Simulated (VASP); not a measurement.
# Al4Ru3Rh in VASP: notebook, part 2 of 2

VASP 6.6.1. Earlier steps stand in the parts before.

## Step 3: Single point, PBE

INCAR reads:

```
PREC     = Accurate       # precision mode
ENCUT    = 520            # plane-wave cutoff, eV
EDIFF    = 1E-6           # SCF threshold, eV
ISMEAR   = -1             # smearing method
SIGMA    = 0.1            # smearing width, eV
LREAL    = F              # projectors in reciprocal space
LASPH    = T              # aspherical terms in the spheres
NELM     = 80             # most SCF steps
ALGO     = Normal         # electronic algorithm
ISIF     = 2              # what is computed and relaxed
LWAVE    = F              # write WAVECAR
LCHARG   = F              # write CHGCAR
LDIPOL   = T            
IDIPOL   = 3            
DIPOL    = 0.5 0.5 0.500
GGA      = PE             # functional
NBANDS   = 44             # bands
```

KPOINTS reads:

```
regular mesh
0
Gamma
  12 9 1
```

POSCAR reads:

```
Al4Ru3Rh
1.0
    3.0043569640      0.0000000000      0.0000000000
    0.0000000000      4.2488023647      0.0000000000
    0.0000000000      0.0000000000     22.3732000000
Ru Al Rh
3 4 1
Direct
    0.7500000000      0.0000000000      0.3588828326
    0.7500000000      0.0000000000      0.5469536590
    0.7500000000      0.5000000000      0.6411171548
    0.2500000000      0.5000000000      0.3582529249
    0.2500000000      0.0000000000      0.4529475953
    0.2500000000      0.5000000000      0.5470523723
    0.2500000000      0.0000000000      0.6417471402
    0.7500000000      0.5000000000      0.4530463199
```

Potentials or basis: VASP PAW PBE potentials, release 64 (Ru_pv, Al, Rh_pv).

Command:

```sh
> cat potpaw_PBE.64/Ru_pv/POTCAR potpaw_PBE.64/Al/POTCAR potpaw_PBE.64/Rh_pv/POTCAR > POTCAR
> mpirun -np 1 vasp_std > vasp.out
```

OUTCAR:

```text
PREC = Accurate
   ENCUT = 520
   EDIFF = 1E-6
   ISMEAR = -1
   LREAL = F
   LASPH = T
   NELM = 80
   ISIF = 2
   GGA = PE

 ion  position               nearest neighbor table
   1  0.750  0.000  0.359-   5 2.59   5 2.59   4 2.60   4 2.60   4 2.60   4 2.60   8 2.99   8 2.99

   2  0.750  0.000  0.547-   5 2.58   5 2.58   7 2.60   7 2.60   6 2.60   6 2.60   6 2.60   6 2.60
                             8 2.99   8 2.99   3 2.99   3 2.99
   3  0.750  0.500  0.641-   6 2.59   6 2.59   7 2.60   7 2.60   7 2.60   7 2.60   2 2.99   2 2.99
[... 9 lines left out ...]
   8  0.750  0.500  0.453-   6 2.58   6 2.58   4 2.60   4 2.60   5 2.60   5 2.60   5 2.60   5 2.60
                             2 2.99   2 2.99   1 2.99   1 2.99

  LATTYP: Found a simple orthorhombic cell.
 ALAT       =     3.0043569640
 B/A-ratio  =     1.4142135624
 C/A-ratio  =     7.4469180154

  Lattice vectors:

 A1 = (   3.0043569640,   0.0000000000,   0.0000000000)
 A2 = (   0.0000000000,   4.2488023647,   0.0000000000)
 A3 = (   0.0000000000,   0.0000000000,  22.3732000000)

Analysis of symmetry for initial positions (statically):
=====================================================================
 Subroutine PRICEL returns:
 Original cell was already a primitive cell.

 Routine SETGRP: Setting up the symmetry group for a
 simple orthorhombic supercell.

 Subroutine GETGRP returns: Found  4 space group operations
 (whereof  2 operations were pure point group operations)
 out of a pool of  8 trial point group operations.

The static configuration has the point symmetry C_1h.
 The point group associated with its full space group is C_2v.

Analysis of symmetry for dynamics (positions and initial velocities):
=====================================================================
 Subroutine PRICEL returns:
 Original cell was already a primitive cell.

 Routine SETGRP: Setting up the symmetry group for a
 simple orthorhombic supercell.

[... 148 lines left out ...]
 non-spin polarized calculation
  energy-cutoff  :      520.00
  volume of cell :      285.59
 maximum number of plane-waves:      7739
 NGX is ok and might be reduce to    24
   NGX = 11   NGY = 15   NGZ = 83

 dipolmoment           0.000000      0.000000      0.000716 electrons x Angstroem

 number of electron      68.9999988 magnetization

 dipolmoment           0.000000      0.000000     -0.005022 electrons x Angstroem

 Free energy of the ion-electron system (eV)
  ---------------------------------------------------
  ext. energy  EPLUGINS =         0.00000000
  ---------------------------------------------------
  free energy    TOTEN  =       -52.56265446 eV

  energy without entropy =      -52.35270979  energy(sigma->0) =      -52.45768213

 E-fermi :   1.1794     XC(G=0):  -5.6385

 val. band max:        1.1786266893   @ k =   0.0000   0.2222   0.0000
 cond. band min:       1.1818420625   @ k =   0.4167   0.4444   0.0000
 fundamental gap:      0.0032153732
 Fermi energy:         1.1794303538

 k-point     1 :       0.0000    0.0000    0.0000
  band No.  band energies     occupation
      1     -45.0125      2.00000
      2     -45.0060      2.00000
      3     -44.9480      2.00000
      4     -40.7933      2.00000
      5     -40.7783      2.00000
      6     -40.6444      2.00000
[... 1117 lines left out ...]
     43       6.6186      0.00000
     44       6.8655      0.00000

 [... further k-points ...]

------------------------ aborting loop because EDIFF is reached ----------------------------------------

 vacuum level on the upper side and lower side of the slab       (xc-potential included)        -0.129        -0.067

  FORCE on cell =-STRESS in cart. coord.  units (eV):
  Direction    XX          YY          ZZ          XY          YZ          ZX
  --------------------------------------------------------------------------------------
  -------------------------------------------------------------------------------------
  Total       -4.0851586     -5.6196554     -0.0680537      0.0000000      0.0000000      0.0000000
  in kB      -22.9178219    -31.5263793     -0.3817828      0.0000000      0.0000000      0.0000000
  external PRESSURE =     -18.2753280 kB  Pullay stress =       0.0000000 kB

 VOLUME and BASIS-vectors are now :
 -----------------------------------------------------------------------------
  energy-cutoff  :      520.00
  volume of cell :      285.59
      direct lattice vectors                 reciprocal lattice vectors
     3.004356964  0.000000000  0.000000000     0.332849928  0.000000000  0.000000000
     0.000000000  4.248802365  0.000000000     0.000000000  0.235360441  0.000000000
     0.000000000  0.000000000 22.373200000     0.000000000  0.000000000  0.044696333

 POSITION                                       TOTAL-FORCE (eV/Angst)
 -----------------------------------------------------------------------------------
      2.25327      0.00000      8.02936         0.000000      0.000000      0.211695
      2.25327      0.00000     12.23710         0.000000      0.000000     -0.191325
      2.25327      2.12440     14.34384         0.000000      0.000000     -0.010296
      0.75109      2.12440      8.01526         0.000000      0.000000     -0.218862
      0.75109      0.00000     10.13389         0.000000      0.000000     -0.169153
      0.75109      2.12440     12.23931         0.000000      0.000000      0.222646
      0.75109      0.00000     14.35794         0.000000      0.000000     -0.014879
      2.25327      2.12440     10.13610         0.000000      0.000000      0.170174
 -----------------------------------------------------------------------------------
    total drift:                                0.000000      0.000000      0.000377

  FREE ENERGIE OF THE ION-ELECTRON SYSTEM (eV)
  ---------------------------------------------------
  free  energy   TOTEN  =       -52.5626544586 eV

  energy  without entropy=      -52.3527097926  energy(sigma->0) =      -52.45768213

 vacuum level on the upper side and lower side of the slab         5.803         5.866
```

OSZICAR:

```text
N       E                     dE             d eps       ncg     rms          rms(c)
DAV:   1     0.498341877080E+03    0.49834E+03   -0.39049E+04  4080   0.136E+03
DAV:   2    -0.375161986401E+02   -0.53586E+03   -0.51995E+03  3484   0.358E+02
DAV:   3    -0.556609284005E+02   -0.18145E+02   -0.17569E+02  3688   0.616E+01
[... 21 lines left out ...]
DAV:  25    -0.525626332258E+02   -0.27370E-04   -0.13368E-06  2248   0.250E-03    0.117E-03
DAV:  26    -0.525626496962E+02   -0.16470E-04   -0.13009E-06  2264   0.216E-03    0.769E-04
DAV:  27    -0.525626526618E+02   -0.29656E-05   -0.19543E-07  2156   0.118E-03    0.194E-04
DAV:  28    -0.525626542300E+02   -0.15682E-05   -0.10286E-07  2020   0.570E-04    0.944E-05
DAV:  29    -0.525626544586E+02   -0.22861E-06   -0.19311E-08  1860   0.327E-04
   1 F= -.52562654E+02 E0= -.52457682E+02  d E =-.209945E+00
```

stdout:

```text
POSCAR found type information on POSCAR RuAlRh
 POSCAR found :  3 types and       8 ions
 scaLAPACK will be used
 LDA part: xc-table for (Slater+PW92), standard interpolation
 POSCAR, INCAR and KPOINTS ok, starting setup
 FFT: planning ... GRIDC
 FFT: planning ... GRID_SOFT
 FFT: planning ... GRID
 WAVECAR not read
 entering main loop
```

It took 20 min on 1 thread of Oxide Virtual Turin-like, shared host; peak memory 0.57 GiB.

What came out:

- Free energy: -52.5627 eV
- Largest force: 0.223 eV/Å
- Band gap on the k mesh: zero (an odd number of electrons rules out a gap without spin polarisation)

Forces on the atoms (eV/Å):
```
Ru   0.000  0.000  0.212
Ru   0.000  0.000 -0.191
Ru   0.000  0.000 -0.010
Al   0.000  0.000 -0.219
Al   0.000  0.000 -0.169
Al   0.000  0.000  0.223
Al   0.000  0.000 -0.015
Rh   0.000  0.000  0.170
```
